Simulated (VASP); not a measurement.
# ZrCd2F6 in VASP: notebook, part 2 of 2

VASP 6.6.1.

## (3) Single point, PBE

Contents of INCAR:

```
SYSTEM = ZrCd2F6
PREC = Accurate
ENCUT = 520
EDIFF = 1E-7
ISMEAR = 0
SIGMA = 0.2898
LREAL = .FALSE.
LASPH = .TRUE.
NELM = 60
ALGO = Normal
ISIF = 2
LWAVE = .FALSE.
LCHARG = .TRUE.
GGA = PE
LELF = .TRUE.
LVHAR = .TRUE.
NBANDS = 49
```

Contents of KPOINTS:

```
Automatic mesh
0
G
  4 4 4
  0 0 0
```

Contents of POSCAR:

```
ZrCd2F6
1.0
    2.9421610000      5.0959700000      0.0000000000
   -2.9421610000      5.0959700000      0.0000000000
    0.0000000000      0.0000000000      4.5991350000
Zr F Cd
1 6 2
Direct
    0.0000000000      0.0000000000      0.0000000000
    0.1600000000      0.6800000000      0.1980000000
    0.1600000000      0.1600000000      0.1980000000
    0.6800000000      0.1600000000      0.1980000000
    0.8400000000      0.3200000000      0.8020000000
    0.3200000000      0.8400000000      0.8020000000
    0.8400000000      0.8400000000      0.8020000000
    0.3333000000      0.3334000000      0.6920000000
    0.6667000000      0.6666000000      0.3080000000
```

Potentials or basis: VASP PAW PBE potentials, release 64 (Zr_sv, F, Cd).

The run is started by

```
$ cat potpaw_PBE.64/Zr_sv/POTCAR potpaw_PBE.64/F/POTCAR potpaw_PBE.64/Cd/POTCAR > POTCAR
$ mpirun -np 1 vasp_std > vasp.out
```

OUTCAR:

```text
SYSTEM = ZrCd2F6
   PREC = Accurate
   ENCUT = 520
   EDIFF = 1E-7
   ISMEAR = 0
   LREAL = .FALSE.
   LASPH = .TRUE.
   NELM = 60
   ISIF = 2
   GGA = PE

 ion  position               nearest neighbor table
   1  0.000  0.000  0.000-   3 1.87   7 1.87   4 1.87   5 1.87   6 1.87   2 1.87   9 3.68   8 3.68
                             9 3.68   8 3.68   9 3.68   8 3.68
   2  0.160  0.680  0.198-   1 1.87
   3  0.160  0.160  0.198-   1 1.87
   4  0.680  0.160  0.198-   1 1.87
   5  0.840  0.320  0.802-   1 1.87
   6  0.320  0.840  0.802-   1 1.87
   7  0.840  0.840  0.802-   1 1.87
   8  0.333  0.333  0.692-   1 3.68   1 3.68   1 3.68
   9  0.667  0.667  0.308-   1 3.68   1 3.68   1 3.68

  LATTYP: Found a hexagonal cell.
 ALAT       =     5.8843199769
 C/A-ratio  =     0.7815915888

  Lattice vectors:

 A1 = (   2.9421610000,  -5.0959700000,   0.0000000000)
 A2 = (   2.9421610000,   5.0959700000,   0.0000000000)
 A3 = (   0.0000000000,   0.0000000000,   4.5991350000)

Analysis of symmetry for initial positions (statically):
=====================================================================
 Subroutine PRICEL returns:
 Original cell was already a primitive cell.

 Routine SETGRP: Setting up the symmetry group for a
 hexagonal supercell.

 Subroutine GETGRP returns: Found  4 space group operations
 (whereof  4 operations were pure point group operations)
 out of a pool of 24 trial point group operations.

The static configuration has the point symmetry C_2h.

Analysis of symmetry for dynamics (positions and initial velocities):
=====================================================================
 Subroutine PRICEL returns:
 Original cell was already a primitive cell.

 Routine SETGRP: Setting up the symmetry group for a
 hexagonal supercell.

 Subroutine GETGRP returns: Found  4 space group operations
 (whereof  4 operations were pure point group operations)
 out of a pool of 24 trial point group operations.

The dynamic configuration has the point symmetry C_2h.

 Subroutine INISYM returns: Found  4 space group operations
[... 137 lines left out ...]
   AEXX    =    0.0000 exact exchange contribution
   IVDW    =     0    specifies the selected vdW correction
   LEPSILON=     F    determine dielectric tensor
   LRPA    =     F    only Hartree local field effects (RPA)
 non-spin polarized calculation
 Gauss-broadening in eV      SIGMA  =   0.29
  energy-cutoff  :      520.00
  volume of cell :      137.91
 maximum number of plane-waves:      3736
 NGX is ok and might be reduce to    48
   NGX = 21   NGY = 21   NGZ = 17

 number of electron      78.0000007 magnetization

 Free energy of the ion-electron system (eV)
  ---------------------------------------------------
  ext. energy  EPLUGINS =         0.00000000
  ---------------------------------------------------
  free energy    TOTEN  =       -41.10493142 eV

  energy without entropy =      -40.98029810  energy(sigma->0) =      -41.04261476

 E-fermi :   2.1191     XC(G=0):  -9.6725

 val. band max:        2.0835701736   @ k =   0.5000   0.2500   0.5000
 cond. band min:       2.3036776529   @ k =   0.2500   0.0000   0.5000
 fundamental gap:      0.2201074792
 Fermi energy:         2.1191372598

 k-point     1 :       0.0000    0.0000    0.0000
  band No.  band energies     occupation
      1     -46.3359      2.00000
      2     -26.3243      2.00000
      3     -26.3242      2.00000
      4     -25.7428      2.00000
      5     -21.8442      2.00000
      6     -21.7878      2.00000
[... 1237 lines left out ...]
     48       9.3002      0.00000
     49       9.3950      0.00000

------------------------ aborting loop because EDIFF is reached ----------------------------------------

  FORCE on cell =-STRESS in cart. coord.  units (eV):
  Direction    XX          YY          ZZ          XY          YZ          ZX
  --------------------------------------------------------------------------------------
  -------------------------------------------------------------------------------------
  Total       20.8069450     20.8049950     16.7033612     -0.0016722      0.0002960     -0.0005126
  in kB      241.7238207    241.7011668    194.0506064     -0.0194270      0.0034386     -0.0059553
  external PRESSURE =     225.8251980 kB  Pullay stress =       0.0000000 kB

 VOLUME and BASIS-vectors are now :
 -----------------------------------------------------------------------------
  energy-cutoff  :      520.00
  volume of cell :      137.91
      direct lattice vectors                 reciprocal lattice vectors
     2.942161000  5.095970000  0.000000000     0.169943113  0.098116747  0.000000000
    -2.942161000  5.095970000  0.000000000    -0.169943113  0.098116747  0.000000000
     0.000000000  0.000000000  4.599135000     0.000000000  0.000000000  0.217432191

 POSITION                                       TOTAL-FORCE (eV/Angst)
 -----------------------------------------------------------------------------------
      0.00000      0.00000      0.00000        -0.000000     -0.000000      0.000000
     -1.52992      4.28061      0.91063         3.617258     -2.088424      3.175737
      0.00000      1.63071      0.91063        -0.000040      4.176584      3.175681
      1.52992      4.28061      0.91063        -3.617050     -2.088257      3.175681
      1.52992      5.91133      3.68851        -3.617258      2.088424     -3.175737
     -1.52992      5.91133      3.68851         3.617050      2.088257     -3.175681
      0.00000      8.56123      3.68851         0.000040     -4.176584     -3.175681
     -0.00029      3.39748      3.18260         0.000040     -0.000023     -0.318161
      0.00029      6.79446      1.41653        -0.000040      0.000023      0.318161
 -----------------------------------------------------------------------------------
    total drift:                               -0.000000      0.000000     -0.000000

  FREE ENERGIE OF THE ION-ELECTRON SYSTEM (eV)
  ---------------------------------------------------
  free  energy   TOTEN  =       -41.1049314180 eV

  energy  without entropy=      -40.9802981036  energy(sigma->0) =      -41.04261476
```

OSZICAR:

```text
N       E                     dE             d eps       ncg     rms          rms(c)
DAV:   1     0.754894566023E+03    0.75489E+03   -0.44346E+04  2352   0.159E+03
DAV:   2     0.728630815581E+01   -0.74761E+03   -0.71304E+03  2662   0.430E+02
DAV:   3    -0.464217722013E+02   -0.53708E+02   -0.53322E+02  2699   0.123E+02
DAV:   4    -0.487031341689E+02   -0.22814E+01   -0.22786E+01  3493   0.169E+01
DAV:   5    -0.487193837928E+02   -0.16250E-01   -0.16246E-01  2775   0.157E+00    0.507E+01
DAV:   6    -0.412191921318E+02    0.75002E+01   -0.26405E+01  2682   0.381E+01    0.246E+01
DAV:   7    -0.411643529849E+02    0.54839E-01   -0.30815E+00  2721   0.112E+01    0.117E+01
DAV:   8    -0.411163882645E+02    0.47965E-01   -0.49800E-01  2593   0.487E+00    0.135E+00
DAV:   9    -0.411036349735E+02    0.12753E-01   -0.90037E-02  2537   0.190E+00    0.384E-01
DAV:  10    -0.411054426373E+02   -0.18077E-02   -0.10303E-02  2379   0.680E-01    0.200E-01
DAV:  11    -0.411049248526E+02    0.51778E-03   -0.19899E-03  3002   0.269E-01    0.522E-02
DAV:  12    -0.411049343421E+02   -0.94895E-05   -0.10854E-04  2518   0.589E-02    0.289E-02
DAV:  13    -0.411049333454E+02    0.99673E-06   -0.10950E-05  2701   0.178E-02    0.118E-02
DAV:  14    -0.411049316634E+02    0.16820E-05   -0.51089E-06  2783   0.136E-02    0.361E-03
DAV:  15    -0.411049315028E+02    0.16060E-06   -0.29368E-07  2152   0.305E-03    0.144E-03
DAV:  16    -0.411049314180E+02    0.84848E-07   -0.23339E-08  1257   0.869E-04
   1 F= -.41104931E+02 E0= -.41042615E+02  d E =-.124633E+00
```

Run time: 4.6 min. Hardware: 1 thread of Intel Xeon 8259CL, shared host; peak memory 0.35 GiB.

Results:

| Item | Value |
| --- | --- |
| Free energy | -41.1049 eV |
| Pressure | 22.6 GPa |
| Largest force | 5.247 eV/Å |
| Band gap on the k mesh | zero (bands 39 and 40 overlap by 0.10 eV) |

Forces in eV/Å, atoms in the order of the input:
```
Zr   0.000  0.000  0.000
F    3.617 -2.088  3.176
F    0.000  4.177  3.176
F   -3.617 -2.088  3.176
F   -3.617  2.088 -3.176
F    3.617  2.088 -3.176
F    0.000 -4.177 -3.176
Cd   0.000  0.000 -0.318
Cd   0.000  0.000  0.318
```

Caveat: the cell stands under pressure; so wide a smearing shifts energies and pressures; forces of over 1 eV/Å act on the atoms, so gaps and moduli don't describe the material at rest.

The gap in the log of VASP goes by the Fermi energy; the results here count the filled bands.